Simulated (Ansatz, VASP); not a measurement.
# One calculation of Ga, two programs

File INCAR:

```
AGGAC = 1.0 ; AGGAX = 1.0
ALDAC = 0.0 ; ALDAX = 1.0
ALGO = Normal ; EDIFF = 1E-7
ENCUT = 520 ; GGA = B5
ISIF = 2 ; ISMEAR = -1
LASPH = T ; LCHARG = F
LREAL = F ; LWAVE = F
NBANDS = 12 ; NELM = 80
PREC = Accurate ; SIGMA = 0.1
```

Contents of KPOINTS:

```
k-points
0
Gamma
  20 20 20
```

The input POSCAR:

```
Ga
1.0
    0.0000000000      2.1809774451      2.1809774451
    2.1809774451      0.0000000000      2.1809774451
    2.1809774451      2.1809774451      0.0000000000
Ga
1
Direct
    0.0000000000      0.0000000000      0.0000000000
```

Input for Ansatz:

```yaml
crystal:
  lattice:
    - [0.0, 2.1809774451, 2.1809774451]
    - [2.1809774451, 0.0, 2.1809774451]
    - [2.1809774451, 2.1809774451, 0.0]
  atoms:
    - { symbol: Ga, position: [0.0, 0.0, 0.0] }
hamiltonian:
  xc: blyp
  pseudopotentials:
    kind: paw
    azcp:
      Ga: "pseudopotentials/Ga.paw.azcp"
basis:
  ecutwfc: 420
  fft_grid_basis: typed
kpoints:
  mp_grid: { grid: [20, 20, 20], shift: [0, 0, 0] }
magnetization:
  spin_polarized: false
scf:
  occupations: { method: fermi_dirac, width: 0.1 }
output:
  stress: true
```

Alike in both runs: task single point; functional BLYP; k mesh 20 × 20 × 20; occupations fermi-dirac, width 0.1 eV; no spin polarisation.

|  | VASP | Ansatz |
| --- | --- | --- |
| version | VASP 6.6.1 | Ansatz 0.2.0 |
| potentials or method | VASP PAW PBE potentials, release 64 (Ga_d), cutoff 520 eV | plane waves (420 eV) with PAW, scalar-relativistic |
| valence electrons in the cell | 13 | 13 |

|  | VASP | Ansatz | Ansatz less VASP |
| --- | --- | --- | --- |
| pressure (GPa) | 1.4 | 1.4 | +0.01 |

VASP's potentials were made for PBE, not for BLYP.
